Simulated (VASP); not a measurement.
# Ir (Fm-3m) in VASP: single point with PBEsol

Aim: the single point of Ir with PBEsol.

Everything below comes from runs of VASP 6.6.1. Logs are shortened: lines on timing, memory, paths and dates and some standing lists are left out, and cuts for length are marked.

## (1) The cell of the first run

The structure is cubic, space group Fm-3m (No. 225). The conventional cell has a = 3.833 Å, b = 3.833 Å, c = 3.833 Å, α = 90.00°, β = 90.00°, γ = 90.00°. Ir (site symmetry m-3m) has 12 Ir at 2.71 Å within 3.6 Å.

## (2) Single point, PBEsol

File INCAR:

```
PREC     = Accurate       # precision mode
ENCUT    = 560            # plane-wave cutoff, eV
EDIFF    = 1E-6           # SCF threshold, eV
ISMEAR   = -1             # smearing method
SIGMA    = 0.1            # smearing width, eV
LREAL    = False          # projectors in reciprocal space
LASPH    = True           # aspherical terms in the spheres
NELM     = 120            # most SCF steps
ALGO     = Normal         # electronic algorithm
ISIF     = 2              # what is computed and relaxed
LWAVE    = False          # write WAVECAR
LCHARG   = False          # write CHGCAR
GGA      = PS             # functional
NBANDS   = 14             # bands
GGA_COMPAT= False
```

File KPOINTS:

```
regular mesh
0
Gamma
  11 11 11
```

File POSCAR:

```
Ir
1.0
    0.0000000000      1.9164019477      1.9164019477
    1.9164019477      0.0000000000      1.9164019477
    1.9164019477      1.9164019477      0.0000000000
Ir
1
Direct
    0.0000000000      0.0000000000      0.0000000000
```

Potentials or basis: VASP PAW PBE potentials, release 64 (Ir_sv_GW).

The run is started by

```bash
> cat potpaw_PBE.64/Ir_sv_GW/POTCAR > POTCAR
> mpirun -np 1 vasp_std > vasp.out
```

OUTCAR:

```text
PREC = Accurate
   ENCUT = 560
   EDIFF = 1E-6
   ISMEAR = -1
   LREAL = False
   LASPH = True
   NELM = 120
   ISIF = 2
   GGA = PS

 ion  position               nearest neighbor table
   1  0.000  0.000  0.000-

  LATTYP: Found a face centered cubic cell.
 ALAT       =     3.8328038954

  Lattice vectors:

 A1 = (   0.0000000000,   1.9164019477,   1.9164019477)
 A2 = (   1.9164019477,   0.0000000000,   1.9164019477)
 A3 = (   1.9164019477,   1.9164019477,   0.0000000000)

Analysis of symmetry for initial positions (statically):
=====================================================================
 Subroutine PRICEL returns:
 Original cell was already a primitive cell.

 Routine SETGRP: Setting up the symmetry group for a
 face centered cubic supercell.

 Subroutine GETGRP returns: Found 48 space group operations
 (whereof 48 operations were pure point group operations)
 out of a pool of 48 trial point group operations.

The static configuration has the point symmetry O_h .

Analysis of symmetry for dynamics (positions and initial velocities):
=====================================================================
 Subroutine PRICEL returns:
 Original cell was already a primitive cell.

 Routine SETGRP: Setting up the symmetry group for a
 face centered cubic supercell.

 Subroutine GETGRP returns: Found 48 space group operations
 (whereof 48 operations were pure point group operations)
 out of a pool of 48 trial point group operations.

The dynamic configuration has the point symmetry O_h .

 Subroutine INISYM returns: Found 48 space group operations
 (whereof 48 operations are pure point group operations),
 and found     1 'primitive' translations

----------------------------------------------------------------------------------------

                                     Primitive cell

  volume of cell :      14.0763

  direct lattice vectors                    reciprocal lattice vectors
     0.000000000  1.916401948  1.916401948    -0.260905600  0.260905600  0.260905600
     1.916401948  0.000000000  1.916401948     0.260905600 -0.260905600  0.260905600
     1.916401948  1.916401948  0.000000000     0.260905600  0.260905600 -0.260905600

  length of vectors
     2.710201625  2.710201625  2.710201625     0.451901755  0.451901755  0.451901755

  position of ions in fractional coordinates (direct lattice)
     0.000000000  0.000000000  0.000000000

  ion indices of the primitive-cell ions
   primitive index   ion index
                 1           1

----------------------------------------------------------------------------------------

 KPOINTS: regular mesh

Automatic generation of k-mesh.
 Grid dimensions read from file:
 generate k-points for:   11   11   11

 Generating k-lattice:

  Cartesian coordinates                     Fractional coordinates (reciprocal lattice)
    -0.023718691  0.023718691  0.023718691     0.090909091  0.000000000  0.000000000
     0.023718691 -0.023718691  0.023718691     0.000000000  0.090909091  0.000000000
     0.023718691  0.023718691 -0.023718691     0.000000000  0.000000000  0.090909091

  Length of vectors
     0.041081978  0.041081978  0.041081978

  Shift w.r.t. Gamma in fractional coordinates (k-lattice)
     0.000000000  0.000000000  0.000000000

 Subroutine IBZKPT returns following result:
 ===========================================

 Found     56 irreducible k-points:

 Following reciprocal coordinates:
            Coordinates               Weight
  0.000000  0.000000  0.000000      1.000000
  0.090909  0.000000  0.000000      8.000000
  0.181818  0.000000  0.000000      8.000000
  0.272727  0.000000  0.000000      8.000000
  0.363636  0.000000  0.000000      8.000000
  0.454545  0.000000  0.000000      8.000000
[... 16 lines left out ...]
 -0.272727  0.181818  0.000000     24.000000
 -0.181818  0.181818  0.000000     12.000000
 [... further k-points ...]
   k-points           NKPTS =     56   k-points in BZ     NKDIM =     56   number of bands    NBANDS=     14
   number of dos      NEDOS =    301   number of ions     NIONS =      1
   total plane-waves  NPLWV =  13824
   dimension x,y,z NGX =    24 NGY =   24 NGZ =   24
   dimension x,y,z NGXF=    48 NGYF=   48 NGZF=   48
   ions per type =               1
   NGX,Y,Z   is equivalent  to a cutoff of  14.72, 14.72, 14.72 a.u.
   NGXF,Y,Z  is equivalent  to a cutoff of  29.44, 29.44, 29.44 a.u.
 SYSTEM =  unknown system
   PREC   = accura    normal or accurate (medium, high low for compatibility)
   ISTART =      0    job   : 0-new  1-cont  2-samecut
   ICHARG =      2    charge: 1-file 2-atom 10-const
   ISPIN  =      1    spin polarized calculation?
   LNONCOLLINEAR =      F non collinear calculations
   LSORBIT =      F    spin-orbit coupling
   LASPH  =      T    aspherical Exc in radial PAW
   ENCUT  =  560.0 eV  41.16 Ry    6.42 a.u.   5.23  5.23  5.23*2*pi/ulx,y,z
   NELM   =    120;   NELMIN=  2; NELMDL= -5     # of ELM steps
   EDIFF  = 0.1E-05   stopping-criterion for ELM
   LREAL  =      F    real-space projection
   EDIFFG = 0.1E-04   stopping-criterion for IOM
   NSW    =      0    number of steps for IOM
   IBRION =     -1    ionic relax: 0-MD 1-quasi-New 2-CG
   NFREE  =      0    steps in history (QN), initial steepest desc. (CG)
   ISIF   =      2    stress and relaxation
   ISYM   =      2    0-nonsym 1-usesym 2-fastsym
   POTIM  = 0.5000    time-step for ionic-motion
   TEBEG  =    0.0;   TEEND  =   0.0 temperature during run
   PSTRESS=    0.0 pullay stress
   NELECT =      17.0000    total number of electrons
   NUPDOWN=      -1.0000    fix difference up-down
   EMIN   =  10.00;   EMAX   =-10.00  energy-range for DOS
   EFERMI =   0.00;   METHOD = LEGACY
   ISMEAR =    -1;   SIGMA  =   0.10  broadening in eV -4-tet -1-fermi 0-gaus
   EFERMI_NEDOS =   21; number of points for ismear=-14 and -15
   IALGO  =     38    algorithm
   IMIX   =      4    mixing-type and parameters
     AMIX     =   0.40;   BMIX     =  1.00
     AMIX_MAG =   1.60;   BMIX_MAG =  1.00
  volume/ion in A,a.u.               =      14.08        94.99
  Fermi-wavevector in a.u.,A,eV,Ry     =   1.743390  3.294529 41.353663  3.039408
  Thomas-Fermi vector in A             =   2.815472
   LORBIT       =      0    0 simple, 1 ext, 2 COOP (PROOUT), +10 PAW based schemes
   GGA     = PS    functional components
   LHFCALC =     F    Hartree Fock is set to
   AEXX    =    0.0000 exact exchange contribution
   IVDW    =     0    specifies the selected vdW correction
   LEPSILON=     F    determine dielectric tensor
   LRPA    =     F    only Hartree local field effects (RPA)
 non-spin polarized calculation
  energy-cutoff  :      560.00
  volume of cell :       14.08
 maximum number of plane-waves:       440
 NGX is ok and might be reduce to    24
   NGX = 11   NGY = 11   NGZ = 11

 number of electron      17.0000000 magnetization

 Free energy of the ion-electron system (eV)
  ---------------------------------------------------
  ext. energy  EPLUGINS =         0.00000000
  ---------------------------------------------------
  free energy    TOTEN  =       -10.39399694 eV

  energy without entropy =      -10.35245125  energy(sigma->0) =      -10.37322410

 E-fermi :  12.7714     XC(G=0): -14.7385

 val. band max:       12.7550974944   @ k =   0.2727   0.2727   0.0000
 cond. band min:      12.7736813154   @ k =   0.3636   0.2727   0.0000
 fundamental gap:      0.0185838210
 Fermi energy:        12.7713752451

 k-point     1 :       0.0000    0.0000    0.0000
  band No.  band energies     occupation
      1     -80.2073      2.00000
      2     -36.5848      2.00000
      3     -36.5848      2.00000
      4     -36.5848      2.00000
      5       1.6059      2.00000
      6       8.9067      2.00000
      7       8.9067      2.00000
      8       8.9067      2.00000
      9      11.6409      1.99998
     10      11.6409      1.99998
     11      26.4050      0.00000
     12      31.9382      0.00000
     13      31.9382      0.00000
     14      31.9382      0.00000

 k-point     2 :       0.0909    0.0000    0.0000
  band No.  band energies     occupation
      1     -80.2026      2.00000
      2     -36.6518      2.00000
      3     -36.5941      2.00000
      4     -36.5941      2.00000
      5       1.9734      2.00000
      6       8.7159      2.00000
      7       9.0596      2.00000
      8       9.0596      2.00000
      9      11.5446      1.99999
     10      11.5446      1.99999
     11      27.0361      0.00000
     12      30.4748      0.00000
     13      32.5584      0.00000
     14      32.5584      0.00000

 k-point     3 :       0.1818    0.0000    0.0000
  band No.  band energies     occupation
      1     -80.1884      2.00000
      2     -36.8264      2.00000
      3     -36.6185      2.00000
      4     -36.6185      2.00000
      5       2.9578      2.00000
      6       8.3698      2.00000
      7       9.3381      2.00000
      8       9.3381      2.00000
      9      11.4933      1.99999
     10      11.4933      1.99999
     11      27.9065      0.00000
     12      28.7109      0.00000
     13      34.2903      0.00000
     14      34.2903      0.00000

 k-point     4 :       0.2727    0.0000    0.0000
  band No.  band energies     occupation
      1     -80.1697      2.00000
      2     -37.0512      2.00000
      3     -36.6500      2.00000
      4     -36.6500      2.00000
      5       4.0810      2.00000
      6       8.5127      2.00000
      7       9.3092      2.00000
      8       9.3092      2.00000
      9      11.9979      1.99913
     10      11.9979      1.99913
     11      25.6868      0.00000
     12      28.9430      0.00000
     13      36.4635      0.00000
     14      36.4686      0.00000

 k-point     5 :       0.3636    0.0000    0.0000
  band No.  band energies     occupation
      1     -80.1525      2.00000
      2     -37.2533      2.00000
      3     -36.6790      2.00000
      4     -36.6790      2.00000
      5       4.6037      2.00000
      6       9.0356      2.00000
      7       9.0356      2.00000
      8       9.8534      2.00000
      9      12.9256      0.35246
     10      12.9256      0.35246
     11      23.0681      0.00000
[... 276 lines left out ...]
 k-point    22 :      -0.3636    0.1818    0.0000
  band No.  band energies     occupation
      1     -80.1360      2.00000
      2     -37.2711      2.00000
      3     -36.8729      2.00000
      4     -36.7171      2.00000
      5       5.8151      2.00000
      6       8.0528      2.00000
      7       9.2733      2.00000
      8       9.7930      2.00000
      9      12.6809      1.42387
     10      16.2358      0.00000
     11      21.4999      0.00000
     12      27.8920      0.00000
     13      29.6036      0.00000
     14      33.1901      0.00000

 k-point    23 :      -0.2727    0.1818    0.0000
  band No.  band energies     occupation
      1     -80.1476      2.00000
      2     -37.1634      2.00000
      3     -36.8475      2.00000
      4     -36.6791      2.00000
      5       5.7437      2.00000
      6       8.0540      2.00000
      7       8.5606      2.00000
      8       9.9877      2.00000
      9      11.4535      2.00000
     10      14.9368      0.00000
     11      24.5149      0.00000
     12      28.7084      0.00000
     13      30.0702      0.00000
     14      34.8521      0.00000

 k-point    24 :      -0.1818    0.1818    0.0000
  band No.  band energies     occupation
      1     -80.1631      2.00000
      2     -37.0307      2.00000
      3     -36.7755      2.00000
      4     -36.6423      2.00000
      5       4.8266      2.00000
      6       7.7286      2.00000
      7       9.0772      2.00000
      8      10.3433      2.00000
      9      10.4072      2.00000
     10      13.5119      0.00122
     11      26.7691      0.00000
     12      29.9826      0.00000
     13      31.8591      0.00000
     14      32.5808      0.00000

 [... further k-points ...]

------------------------ aborting loop because EDIFF is reached ----------------------------------------

  FORCE on cell =-STRESS in cart. coord.  units (eV):
  Direction    XX          YY          ZZ          XY          YZ          ZX
  --------------------------------------------------------------------------------------
  -------------------------------------------------------------------------------------
  Total       -0.1630091     -0.1630091     -0.1630091      0.0000000      0.0000000      0.0000000
  in kB      -18.5537921    -18.5537921    -18.5537921      0.0000000      0.0000000      0.0000000
  external PRESSURE =     -18.5537921 kB  Pullay stress =       0.0000000 kB

 VOLUME and BASIS-vectors are now :
 -----------------------------------------------------------------------------
  energy-cutoff  :      560.00
  volume of cell :       14.08
      direct lattice vectors                 reciprocal lattice vectors
     0.000000000  1.916401948  1.916401948    -0.260905600  0.260905600  0.260905600
     1.916401948  0.000000000  1.916401948     0.260905600 -0.260905600  0.260905600
     1.916401948  1.916401948  0.000000000     0.260905600  0.260905600 -0.260905600

 POSITION                                       TOTAL-FORCE (eV/Angst)
 -----------------------------------------------------------------------------------
      0.00000      0.00000      0.00000         0.000000     -0.000000     -0.000000
 -----------------------------------------------------------------------------------
    total drift:                                0.000000      0.000000      0.000000

  FREE ENERGIE OF THE ION-ELECTRON SYSTEM (eV)
  ---------------------------------------------------
  free  energy   TOTEN  =       -10.3939969421 eV

  energy  without entropy=      -10.3524512521  energy(sigma->0) =      -10.37322410
```

It took 15 s on 1 thread of Intel Xeon Platinum 8375C at 2.90GHz (Ice Lake), shared host; peak memory 0.15 GiB.

What came out:

| Quantity | Value |
| --- | --- |
| Free energy | -10.3940 eV |
| Pressure | -1.9 GPa |
| Band gap on the k mesh | zero (an odd number of electrons rules out a gap without spin polarisation) |

Caveat: the PAW data sets were made with another functional, which shifts forces and pressure a little; spin-orbit coupling is left out, which moves the levels of the heavy elements.
